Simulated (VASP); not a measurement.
A run of VASP 6.6.1 is set up as follows.

Contents of INCAR:

```
SYSTEM = InSb3
ALGO     = Normal         ! electronic algorithm
EDIFF    = 1E-6           ! SCF threshold, eV
ENCUT    = 520            ! plane-wave cutoff, eV
GGA      = PS             ! functional
ISIF     = 2              ! what is computed and relaxed
ISMEAR   = 0              ! smearing method
LASPH    = .True.         ! aspherical terms in the spheres
LCHARG   = .False.        ! write CHGCAR
LREAL    = .False.        ! projectors in reciprocal space
LWAVE    = .False.        ! write WAVECAR
NBANDS   = 22             ! bands
NELM     = 100            ! most SCF steps
PREC     = Accurate       ! precision mode
SIGMA    = 0.15           ! smearing width, eV
```

KPOINTS

```
k-points
0
Gamma
  10 10 10
  0 0 0
```

The input POSCAR:

```
InSb3
1.0
    4.9332786806      0.0000000000      0.0000000000
    0.0000000000      4.9332786806      0.0000000000
    0.0000000000      0.0000000000      4.1123811082
In Sb
1 3
Direct
    0.0000000000      0.0000000000      0.0000000000
    0.5000000000      0.0000000000      0.5000000000
    0.0000000000      0.5000000000      0.5000000000
    0.5000000000      0.5000000000      0.0000000000
```

Potentials or basis: VASP PAW PBE potentials, release 64 (In_d, Sb).

The run is started by

```console
$ cat potpaw_PBE.64/In_d/POTCAR potpaw_PBE.64/Sb/POTCAR > POTCAR
$ mpirun -np 1 vasp_std > vasp.out
```

Problem. Predict the pressure.

Solution. 3.3 GPa.

Problem. What does it give for the band gap on the k mesh?

Solution. Zero (bands 14 and 15 overlap by 4.33 eV).

Stress tensor (GPa, compression positive):
```
4.02 0.00 0.00
0.00 4.02 0.00
0.00 0.00 1.72
```

Caveat: the cell stands under pressure; the PAW data sets were made with another functional, which shifts forces and pressure a little; spin-orbit coupling is left out, which moves the levels of the heavy elements.
